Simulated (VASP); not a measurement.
# BP (F-43m) in VASP: notebook

The runs below take BP through G0W0 quasiparticle levels, with PBE.

All numbers are computed with VASP 6.6.1; they aren't measurements. Logs are shortened: lines on timing, memory, paths and dates and some standing lists are left out, and cuts for length are marked.

### 1 The cell of the first run

Symmetry: F-43m, No. 216, cubic system. The conventional cell has a = 4.538 Å, b = 4.538 Å, c = 4.538 Å, α = 90.00°, β = 90.00°, γ = 90.00°. B (site symmetry -43m) has 4 P at 1.97 Å within 2.6 Å. P (site symmetry -43m) has 4 B at 1.97 Å within 2.6 Å.

### 2 G0W0 quasiparticle levels, PBE

POSCAR

```
BP
1.0
    0.0000000000      2.2690000000      2.2690000000
    2.2690000000      0.0000000000      2.2690000000
    2.2690000000      2.2690000000      0.0000000000
B P
1 1
Direct
    0.0000000000      0.0000000000      0.0000000000
    0.2500000000      0.2500000000      0.2500000000
```

INCAR.step1

```
ALGO = Normal
EDIFF = 1E-8
ENCUT = 500
GGA = PE
ISMEAR = 0
LASPH = True
LCHARG = False
LREAL = False
LWAVE = True
NELM = 100
PREC = Accurate
SIGMA = 0.01
```

INCAR.step2

```
ALGO = Exact
EDIFF = 1E-8
ENCUT = 500
GGA = PE
ISMEAR = 0
ISTART = 1
LASPH = True
LCHARG = False
LOPTICS = True
LREAL = False
LWAVE = True
NBANDS = 167
NELM = 1
PREC = Accurate
SIGMA = 0.01
```

INCAR.step3

```
ALGO = EVGW0
EDIFF = 1E-8
ENCUT = 500
ENCUTGW = 143.3
GGA = PE
ISMEAR = 0
ISTART = 1
LASPH = True
LCHARG = False
LREAL = False
LWAVE = False
NBANDS = 167
NBANDSGW = 12
NELMGW = 1
NOMEGA = 48
PREC = Accurate
PRECFOCK = Fast
SIGMA = 0.01
```

KPOINTS

```
k-points
0
Gamma
  2 2 2
```

Potentials or basis: VASP PAW PBE potentials, release 64 (B_GW, P_GW).

On the command line:

```bash
$ cat potpaw_PBE.64/B_GW/POTCAR potpaw_PBE.64/P_GW/POTCAR > POTCAR
$ cp INCAR.step1 INCAR
$ mpirun -np 1 vasp_std > vasp.out
$ cp INCAR.step2 INCAR
$ mpirun -np 1 vasp_std > vasp.out
$ cp INCAR.step3 INCAR
$ mpirun -np 1 vasp_std > vasp.out
```

OUTCAR:

```text
EDIFF = 1E-8
   ENCUT = 500
   ENCUTGW = 143.3
   GGA = PE
   ISMEAR = 0
   ISTART = 1
   LASPH = True
   LREAL = False
   NELMGW = 1
   PREC = Accurate
   PRECFOCK = Fast

 ion  position               nearest neighbor table
   1  0.000  0.000  0.000-   2 1.97   2 1.97   2 1.97   2 1.97
   2  0.250  0.250  0.250-   1 1.97   1 1.97   1 1.97   1 1.97

  LATTYP: Found a face centered cubic cell.
 ALAT       =     4.5380000000

  Lattice vectors:

 A1 = (   0.0000000000,   2.2690000000,   2.2690000000)
 A2 = (   2.2690000000,   0.0000000000,   2.2690000000)
 A3 = (   2.2690000000,   2.2690000000,   0.0000000000)

Analysis of symmetry for initial positions (statically):
=====================================================================
 Subroutine PRICEL returns:
 Original cell was already a primitive cell.

 Routine SETGRP: Setting up the symmetry group for a
 face centered cubic supercell.

 Subroutine GETGRP returns: Found 24 space group operations
 (whereof 24 operations were pure point group operations)
 out of a pool of 48 trial point group operations.

The static configuration has the point symmetry T_d .

Analysis of symmetry for dynamics (positions and initial velocities):
=====================================================================
 Subroutine PRICEL returns:
 Original cell was already a primitive cell.

 Routine SETGRP: Setting up the symmetry group for a
 face centered cubic supercell.

 Subroutine GETGRP returns: Found 24 space group operations
 (whereof 24 operations were pure point group operations)
 out of a pool of 48 trial point group operations.

The dynamic configuration has the point symmetry T_d .

 Subroutine INISYM returns: Found 24 space group operations
 (whereof 24 operations are pure point group operations),
 and found     1 'primitive' translations

----------------------------------------------------------------------------------------

                                     Primitive cell

  volume of cell :      23.3633

  direct lattice vectors                    reciprocal lattice vectors
     0.000000000  2.269000000  2.269000000    -0.220361393  0.220361393  0.220361393
     2.269000000  0.000000000  2.269000000     0.220361393 -0.220361393  0.220361393
     2.269000000  2.269000000  0.000000000     0.220361393  0.220361393 -0.220361393

  length of vectors
     3.208850573  3.208850573  3.208850573     0.381677128  0.381677128  0.381677128

  position of ions in fractional coordinates (direct lattice)
     0.000000000  0.000000000  0.000000000
     0.250000000  0.250000000  0.250000000

  ion indices of the primitive-cell ions
   primitive index   ion index
                 1           1
                 2           2

----------------------------------------------------------------------------------------

 KPOINTS: k-points

Automatic generation of k-mesh.
 Grid dimensions read from file:
 generate k-points for:    2    2    2

 Generating k-lattice:

  Cartesian coordinates                     Fractional coordinates (reciprocal lattice)
    -0.110180696  0.110180696  0.110180696     0.500000000  0.000000000  0.000000000
     0.110180696 -0.110180696  0.110180696     0.000000000  0.500000000  0.000000000
     0.110180696  0.110180696 -0.110180696     0.000000000  0.000000000  0.500000000

  Length of vectors
     0.190838564  0.190838564  0.190838564

  Shift w.r.t. Gamma in fractional coordinates (k-lattice)
     0.000000000  0.000000000  0.000000000

 Subroutine IBZKPT returns following result:
 ===========================================

 Found      3 irreducible k-points:

 Following reciprocal coordinates:
            Coordinates               Weight
  0.000000  0.000000  0.000000      1.000000
  0.500000  0.000000  0.000000      4.000000
  0.500000  0.500000  0.000000      3.000000
   k-points           NKPTS =      3   k-points in BZ     NKDIM =      8   number of bands    NBANDS=    167
   number of dos      NEDOS =    301   number of ions     NIONS =      2
   total plane-waves  NPLWV =  13824
   dimension x,y,z NGX =    24 NGY =   24 NGZ =   24
   dimension x,y,z NGXF=    48 NGYF=   48 NGZF=   48
   ions per type =               1   1
   NGX,Y,Z   is equivalent  to a cutoff of  12.43, 12.43, 12.43 a.u.
   NGXF,Y,Z  is equivalent  to a cutoff of  24.87, 24.87, 24.87 a.u.
 SYSTEM =  unknown system
   PREC   = accura    normal or accurate (medium, high low for compatibility)
   ISTART =      1    job   : 0-new  1-cont  2-samecut
   ICHARG =      0    charge: 1-file 2-atom 10-const
   ISPIN  =      1    spin polarized calculation?
   LNONCOLLINEAR =      F non collinear calculations
   LSORBIT =      F    spin-orbit coupling
   LASPH  =      T    aspherical Exc in radial PAW
   ENCUT  =  500.0 eV  36.75 Ry    6.06 a.u.   5.85  5.85  5.85*2*pi/ulx,y,z
   NELM   =     60;   NELMIN=  2; NELMDL=  0     # of ELM steps
   EDIFF  = 0.1E-07   stopping-criterion for ELM
   LREAL  =      F    real-space projection
   EDIFFG = 0.1E-06   stopping-criterion for IOM
   NSW    =      0    number of steps for IOM
   IBRION =     -1    ionic relax: 0-MD 1-quasi-New 2-CG
   NFREE  =      0    steps in history (QN), initial steepest desc. (CG)
   ISIF   =      0    stress and relaxation
   ISYM   =      3    0-nonsym 1-usesym 2-fastsym
   POTIM  = 0.5000    time-step for ionic-motion
   TEBEG  =    0.0;   TEEND  =   0.0 temperature during run
   PSTRESS=    0.0 pullay stress
   NELECT =       8.0000    total number of electrons
   NUPDOWN=      -1.0000    fix difference up-down
   EMIN   =  10.00;   EMAX   =-10.00  energy-range for DOS
   EFERMI =   0.00;   METHOD = LEGACY
   ISMEAR =     0;   SIGMA  =   0.01  broadening in eV -4-tet -1-fermi 0-gaus
   EFERMI_NEDOS =   21; number of points for ismear=-14 and -15
   IALGO  =     38    algorithm
   IMIX   =      4    mixing-type and parameters
     AMIX     =   0.40;   BMIX     =  1.00
     AMIX_MAG =   1.60;   BMIX_MAG =  1.00
  volume/ion in A,a.u.               =      11.68        78.83
  Fermi-wavevector in a.u.,A,eV,Ry     =   1.145320  2.164342 17.847562  1.311759
  Thomas-Fermi vector in A             =   2.282009
   LORBIT       =      0    0 simple, 1 ext, 2 COOP (PROOUT), +10 PAW based schemes
   GGA     = PE    functional components
   LHFCALC =     T    Hartree Fock is set to
   PRECFOCK=fast      Normal, Fast or Accurate (Low or Medium for compatibility)
   ENCUT4O =  -1.0   cutoff for four orbital integrals eV
   NKREDX  =     1    reduce k-point grid by
   NKREDY  =     1    reduce k-point grid by
   NKREDZ  =     1    reduce k-point grid by
   AEXX    =    1.0000 exact exchange contribution
   HFSCREEN=    0.0000 screening length (either q_TF or 0.3 A-1)
   HFSCREENC=   0.0000 screening length for correlation (either q_TF or 0.3 A-1)
   ENCUTFOCK=  -1.0 apply spherical cutoff to Coloumb kernel
   IVDW    =     0    specifies the selected vdW correction
   LEPSILON=     F    determine dielectric tensor
   LRPA    =     F    only Hartree local field effects (RPA)
   LRPAFORCE           =     F    calculate RPA forces
   ENCUTGW             = 143.3    cutoff for response function in eV
   ENCUTGWSOFT         = 114.6    soft cutoff for Coulomb kernel in GW response function in eV
   ENCUTLF             =  -1.0    cutoff for local field effects
   NELMGW              =     1    number of iterations in solving QP/BSE equation
   NELMHF              =     1    number of iterations in the inner HF iteration
   NKREDLFX            =     1    NKREDLFY  =   1   NKREDLFZ  =   1
 non-spin polarized calculation
 Gauss-broadening in eV      SIGMA  =   0.01
  energy-cutoff  :      500.00
  volume of cell :       23.36
 maximum number of plane-waves:       609
 NGX is ok and might be reduce to    24
  NGX = 14; NGY = 14; NGZ = 14
   NGX = 11   NGY = 11   NGZ = 11
 maximum number of plane-waves:        92
 NGX is ok and might be reduce to    14

 QP shifts <psi_nk| G(iteration)W_0 |psi_nk>: iteration 1
 for sc-GW calculations column KS-energies equals QP-energies in previous step
 and V_xc(KS)=  KS-energies - (<T + V_ion + V_H > + <T+V_H+V_ion>^1  + <V_x>^1)

 k-point   1 :       0.0000    0.0000    0.0000
  band No.  KS-energies  QP-energies   sigma(KS)   V_xc(KS)     V^pw_x(r,r')   Z            occupation Imag(sigma)

      1      -8.1016      -9.1332     -13.4120     -12.0042     -20.2185       0.7327       2.0000       1.2764
      2       7.4817       6.8165     -14.2333     -13.3950     -16.7942       0.7935       2.0000       0.1143
      3       7.4817       6.8165     -14.2333     -13.3950     -16.7942       0.7935       2.0000       0.1143
      4       7.4817       6.8165     -14.2333     -13.3950     -16.7942       0.7935       2.0000       0.1143
      5      10.7368      10.9199     -11.7655     -12.0017      -6.0463       0.7754       0.0000      -0.0952
      6      10.7368      10.9199     -11.7655     -12.0017      -6.0463       0.7754       0.0000      -0.0952
      7      10.7368      10.9199     -11.7655     -12.0017      -6.0463       0.7754       0.0000      -0.0952
      8      14.8668      15.0294     -12.4852     -12.6808      -5.3502       0.8313       0.0000      -0.3869
      9      18.8789      18.4445      -9.6988      -9.1350      -3.0251       0.7705       0.0000      -0.3941
     10      19.2954      19.6611     -11.2452     -11.7263      -4.7562       0.7602       0.0000      -0.1712
     11      19.2954      19.6611     -11.2452     -11.7263      -4.7562       0.7602       0.0000      -0.1712
     12      22.9338      22.7736      -9.8729      -9.6845      -2.5387       0.8507       0.0000      -0.7797

 k-point   2 :       0.5000    0.0000    0.0000
  band No.  KS-energies  QP-energies   sigma(KS)   V_xc(KS)     V^pw_x(r,r')   Z            occupation Imag(sigma)

      1      -4.7520      -5.6823     -13.8862     -12.5988     -19.5672       0.7227       2.0000       0.7768
      2      -1.6733      -2.7885     -12.9719     -11.6755     -17.1046       0.8601       2.0000       0.6247
      3       5.6876       4.9995     -13.9709     -13.0884     -16.7599       0.7796       2.0000       0.1303
      4       5.6876       4.9995     -13.9709     -13.0884     -16.7599       0.7796       2.0000       0.1303
      5      11.1822      11.2640     -11.9300     -12.0329      -6.0651       0.7959       0.0000      -0.1005
      6      12.0187      12.1936     -11.2543     -11.4735      -5.4194       0.7981       0.0000      -0.1365
      7      12.0187      12.1936     -11.2543     -11.4735      -5.4194       0.7981       0.0000      -0.1365
      8      17.4874      17.2178     -10.1375      -9.8062      -3.1566       0.8139       0.0000      -0.4647
      9      21.8206      22.2750     -11.3010     -11.8974      -4.1841       0.7620       0.0000      -0.4787
     10      21.8206      22.2750     -11.3010     -11.8974      -4.1841       0.7620       0.0000      -0.4787
     11      22.3121      22.3963     -10.6694     -10.7757      -3.6183       0.7927       0.0000      -0.4373
     12      24.7553      25.0149     -11.4804     -11.8019      -4.1299       0.8076       0.0000      -0.6961

 k-point   3 :       0.5000    0.5000    0.0000
  band No.  KS-energies  QP-energies   sigma(KS)   V_xc(KS)     V^pw_x(r,r')   Z            occupation Imag(sigma)

      1      -3.2228      -4.1039     -13.8034     -12.6978     -18.9795       0.7969       2.0000       0.7306
      2      -1.1768      -2.1683     -13.7291     -12.3546     -18.0234       0.7213       2.0000       0.4997
      3       3.2821       2.5497     -13.4485     -12.5002     -16.6435       0.7724       2.0000       0.1804
      4       3.2821       2.5497     -13.4485     -12.5002     -16.6435       0.7724       2.0000       0.1804
      5       8.6342       8.5208     -10.7824     -10.6398      -5.3861       0.7946       0.0000      -0.0882
      6       8.9781       8.8660     -10.5881     -10.4474      -5.1543       0.7965       0.0000      -0.0838
      7      19.5330      20.0721     -12.1131     -12.8190      -4.7160       0.7637       0.0000      -0.4537
      8      19.5330      20.0721     -12.1131     -12.8190      -4.7160       0.7637       0.0000      -0.4537
      9      22.7940      23.2667     -11.7538     -12.3468      -4.1696       0.7969       0.0000      -0.4999
     10      23.7750      24.2520     -11.4727     -12.1176      -4.0134       0.7395       0.0000      -0.5353
     11      25.2378      25.5783     -11.9528     -12.3719      -4.7599       0.8124       0.0000      -0.5988
     12      25.2378      25.5783     -11.9528     -12.3719      -4.7599       0.8124       0.0000      -0.5988
```

Run time: 10 s. Hardware: 1 thread of Intel Xeon 6975P-C, shared host; peak memory 0.17 GiB.

Results:

```
Band gap on the k mesh, mean-field level : 1.15 eV, indirect (least direct gap 3.26 eV)
Quasiparticle gap                        : 1.70 eV
Least direct quasiparticle gap           : 4.10 eV
```

Caveat: the k points lie up to 1.20 Å⁻¹ apart; bands, screening cutoff and mesh are small and nothing is extrapolated, so the quasiparticle values aren't converged. A k mesh can miss the band edges.

### 3 G0W0 quasiparticle levels, PBE

POSCAR is that of step 2.

INCAR.step1

```
SYSTEM = BP
PREC = Accurate
ENCUT = 500
EDIFF = 1E-8
ISMEAR = 0
SIGMA = 0.01
LREAL = .False.
LASPH = .True.
NELM = 100
ALGO = Normal
LWAVE = .True.
LCHARG = .False.
GGA = PE
```

INCAR.step2

```
SYSTEM = BP
PREC = Accurate
ENCUT = 500
EDIFF = 1E-8
ISMEAR = 0
SIGMA = 0.01
LREAL = .False.
LASPH = .True.
NELM = 1
ALGO = Exact
LWAVE = .True.
LCHARG = .False.
GGA = PE
NBANDS = 333
LOPTICS = .True.
ISTART = 1
```

INCAR.step3

```
SYSTEM = BP
PREC = Accurate
ENCUT = 500
EDIFF = 1E-8
ISMEAR = 0
SIGMA = 0.01
LREAL = .False.
LASPH = .True.
ALGO = EVGW0
LWAVE = .False.
LCHARG = .False.
GGA = PE
NELMGW = 1
NBANDS = 333
ENCUTGW = 200
NOMEGA = 48
PRECFOCK = Fast
ISTART = 1
NBANDSGW = 12
```

KPOINTS

```
Automatic mesh
0
Gamma
  2 2 2
  0 0 0
```

Potentials or basis: VASP PAW PBE potentials, release 64 (B_GW, P_GW).

On the command line:

```bash
$ cat potpaw_PBE.64/B_GW/POTCAR potpaw_PBE.64/P_GW/POTCAR > POTCAR
$ cp INCAR.step1 INCAR
$ mpirun -np 1 vasp_std > vasp.out
$ cp INCAR.step2 INCAR
$ mpirun -np 1 vasp_std > vasp.out
$ cp INCAR.step3 INCAR
$ mpirun -np 1 vasp_std > vasp.out
```

OUTCAR:

```text
SYSTEM = BP
   PREC = Accurate
   ENCUT = 500
   EDIFF = 1E-8
   ISMEAR = 0
   LREAL = .False.
   LASPH = .True.
   GGA = PE
   NELMGW = 1
   ENCUTGW = 200
   PRECFOCK = Fast
   ISTART = 1

 ion  position               nearest neighbor table
   1  0.000  0.000  0.000-   2 1.97   2 1.97   2 1.97   2 1.97
   2  0.250  0.250  0.250-   1 1.97   1 1.97   1 1.97   1 1.97

  LATTYP: Found a face centered cubic cell.
 ALAT       =     4.5380000000

  Lattice vectors:

 A1 = (   0.0000000000,   2.2690000000,   2.2690000000)
 A2 = (   2.2690000000,   0.0000000000,   2.2690000000)
 A3 = (   2.2690000000,   2.2690000000,   0.0000000000)

Analysis of symmetry for initial positions (statically):
=====================================================================
[... 144 lines left out ...]
   ENCUTLF             =  -1.0    cutoff for local field effects
   NELMGW              =     1    number of iterations in solving QP/BSE equation
   NELMHF              =     1    number of iterations in the inner HF iteration
   NKREDLFX            =     1    NKREDLFY  =   1   NKREDLFZ  =   1
 non-spin polarized calculation
 Gauss-broadening in eV      SIGMA  =   0.01
  energy-cutoff  :      500.00
  volume of cell :       23.36
 maximum number of plane-waves:       609
 NGX is ok and might be reduce to    24
  NGX = 14; NGY = 14; NGZ = 14
   NGX = 11   NGY = 11   NGZ = 11
 maximum number of plane-waves:       169

 QP shifts <psi_nk| G(iteration)W_0 |psi_nk>: iteration 1
 for sc-GW calculations column KS-energies equals QP-energies in previous step
 and V_xc(KS)=  KS-energies - (<T + V_ion + V_H > + <T+V_H+V_ion>^1  + <V_x>^1)

 k-point   1 :       0.0000    0.0000    0.0000
  band No.  KS-energies  QP-energies   sigma(KS)   V_xc(KS)     V^pw_x(r,r')   Z            occupation Imag(sigma)

      1      -8.1016      -9.2188     -13.5241     -12.0042     -20.2185       0.7351       2.0000       1.2436
      2       7.4817       6.6941     -14.3867     -13.3950     -16.7942       0.7942       2.0000       0.0776
      3       7.4817       6.6941     -14.3867     -13.3950     -16.7942       0.7942       2.0000       0.0776
      4       7.4817       6.6941     -14.3867     -13.3950     -16.7942       0.7942       2.0000       0.0776
      5      10.7368      10.8514     -11.8612     -12.0017      -6.0463       0.8159       0.0000      -0.1266
      6      10.7368      10.8514     -11.8612     -12.0017      -6.0463       0.8159       0.0000      -0.1266
      7      10.7368      10.8514     -11.8612     -12.0017      -6.0463       0.8159       0.0000      -0.1266
      8      14.8668      14.9174     -12.6203     -12.6808      -5.3502       0.8353       0.0000      -0.4120
      9      18.8789      18.3986      -9.7562      -9.1350      -3.0251       0.7733       0.0000      -0.3992
     10      19.2954      19.5672     -11.3683     -11.7263      -4.7562       0.7591       0.0000      -0.1994
     11      19.2954      19.5672     -11.3683     -11.7263      -4.7562       0.7591       0.0000      -0.1994
     12      22.9338      22.7164      -9.9395      -9.6845      -2.5387       0.8526       0.0000      -0.8232
[... 20 lines left out ...]
      1      -3.2228      -4.2117     -13.9301     -12.6978     -18.9795       0.8025       2.0000       0.6924
      2      -1.1768      -2.2621     -13.8417     -12.3546     -18.0234       0.7298       2.0000       0.4751
      3       3.2821       2.4508     -13.5687     -12.5002     -16.6435       0.7780       2.0000       0.1500
      4       3.2821       2.4508     -13.5687     -12.5002     -16.6435       0.7780       2.0000       0.1500
      5       8.6342       8.4634     -10.8546     -10.6398      -5.3861       0.7950       0.0000      -0.0955
      6       8.9781       8.8010     -10.6674     -10.4474      -5.1543       0.8050       0.0000      -0.1002
      7      19.5330      19.9738     -12.2441     -12.8190      -4.7160       0.7667       0.0000      -0.4819
      8      19.5330      19.9738     -12.2441     -12.8190      -4.7160       0.7667       0.0000      -0.4819
      9      22.7940      23.1612     -11.8892     -12.3468      -4.1696       0.8023       0.0000      -0.5440
     10      23.7750      24.1550     -11.6047     -12.1176      -4.0134       0.7409       0.0000      -0.5669
     11      25.2378      25.4536     -12.1095     -12.3719      -4.7599       0.8223       0.0000      -0.6321
     12      25.2378      25.4536     -12.1095     -12.3719      -4.7599       0.8223       0.0000      -0.6321
```

OUTCAR.step1:

```text
SYSTEM = BP
   PREC = Accurate
   ENCUT = 500
   EDIFF = 1E-8
   ISMEAR = 0
   LREAL = .False.
   LASPH = .True.
[... 230 lines left out ...]
      0.00000      0.00000      0.00000         0.000000     -0.000000     -0.000000
      1.13450      1.13450      1.13450        -0.000000      0.000000      0.000000
 -----------------------------------------------------------------------------------
    total drift:                                0.000000      0.000000      0.000000

  FREE ENERGIE OF THE ION-ELECTRON SYSTEM (eV)
  ---------------------------------------------------
  free  energy   TOTEN  =       -10.0350791888 eV

  energy  without entropy=      -10.0350791888  energy(sigma->0) =      -10.03507919
```

It took 14 s on 1 thread of Intel Xeon 6975P-C, shared host; peak memory 0.19 GiB.

What came out:

```
Band gap on the k mesh, mean-field level : 1.15 eV, indirect (least direct gap 3.26 eV)
Quasiparticle gap                        : 1.77 eV
Least direct quasiparticle gap           : 4.16 eV
```

Levels at points of the mesh, in eV from the valence-band top:
```
           k point  band 1  band 2  band 3  band 4  band 5  band 6  band 7  band 8
(0.00, 0.00, 0.00)  -15.58    0.00    0.00    0.00    3.26    3.26    3.26    7.39
(0.50, 0.00, 0.00)  -12.23   -9.15   -1.79   -1.79    3.70    4.54    4.54   10.01
(0.50, 0.50, 0.00)  -10.70   -8.66   -4.20   -4.20    1.15    1.50   12.05   12.05
```

Caveat: the k points lie up to 1.20 Å⁻¹ apart; bands, screening cutoff and mesh are small and nothing is extrapolated, so the quasiparticle values aren't converged. A k mesh can miss the band edges.

(Continued in part 2 of 3.)
